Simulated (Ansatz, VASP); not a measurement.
# ZrB: VASP beside Ansatz

```xyz
2
Lattice="0.0000 2.4516 2.4516 2.4516 0.0000 2.4516 2.4516 2.4516 0.0000" Properties=species:S:1:pos:R:3 pbc="T T T"
Zr    0.0000    0.0000    0.0000
B     2.4516    2.4516    2.4516
```

Alike in both runs: functional PBE; k mesh 8 × 8 × 8; occupations gaussian, width 0.1 eV; no spin polarisation.

Ansatz relaxed the structure, and its values are those at the end. VASP's run is a single point on that final structure, the one shown.

|  | VASP | Ansatz |
| --- | --- | --- |
| version | VASP 6.6.1 | Ansatz 0.2.0 |
| potentials or method | VASP PAW PBE potentials, release 64 (Zr_sv, B), cutoff 500 eV | scalar-relativistic, plane waves, PAW |
| valence electrons in the cell | 15 | 15 |

```tsv
	VASP	Ansatz	Ansatz less VASP
gap on the k mesh at the Fermi level (eV)	none	none	-
pressure (GPa)	0.3	0.2	-0.13
```

A gap of «none» marks a metal or a gap that the smearing closes.
